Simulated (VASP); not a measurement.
Wanted: the native input for a VASP 6.6.1 run.

| Property | Result |
| --- | --- |
| Task | single point |
| Functional | PBE |
| Potentials or basis | VASP PAW PBE potentials, release 64 (Li_sv, F) |
| Cutoff | 520 eV |
| k mesh | 4 × 4 × 6 |
| Occupations | gaussian, width 0.1 eV |
| Spin | no spin polarisation |
| Dipole correction | no |
| Further INCAR settings | ALGO = Normal; EDIFF = 1e-06; NBANDS = 30 |

The structure of LiF lies in POSCAR:

```
LiF
1.0
    5.3840559183      0.0000000000      0.0000000000
    0.0000000000      5.3840559183      0.0000000000
    0.0000000000      0.0000000000      2.8177168560
Li F
4 4
Direct
    0.6631834645      0.8367288648      0.6707523069
    0.3368165355      0.1632711352      0.1707523069
    0.1632711352      0.6631834645      0.4207523069
    0.8367288648      0.3368165355      0.9207523069
    0.8311959214      0.6688306648      0.1707410631
    0.1688040786      0.3311693352      0.6707410631
    0.3311693352      0.8311959214      0.9207410631
    0.6688306648      0.1688040786      0.4207410631
```

The input as run:

INCAR

```
PREC = Accurate
ENCUT = 520
EDIFF = 1E-6
ISMEAR = 0
SIGMA = 0.1
LREAL = False
LASPH = True
NELM = 60
ALGO = Normal
ISIF = 2
LWAVE = False
LCHARG = True
GGA = PE
LELF = True
LVHAR = True
NBANDS = 30
```

KPOINTS

```
regular mesh
0
Gamma
  4 4 6
```

Potentials or basis: VASP PAW PBE potentials, release 64 (Li_sv, F).

The run is started by

```sh
$ cat potpaw_PBE.64/Li_sv/POTCAR potpaw_PBE.64/F/POTCAR > POTCAR
$ mpirun -np 1 vasp_std > vasp.out
```

Results of the run:

```json
{
 "Largest force": "0.003 eV/Å",
 "Band gap on the k mesh": "7.37 eV, indirect (least direct gap 7.39 eV)"
}
```

Wall time 44 s on 1 thread of Intel(R) Xeon(R) Platinum 8488C (Sapphire Rapids), with other jobs on the host, peak memory 0.19 GiB.
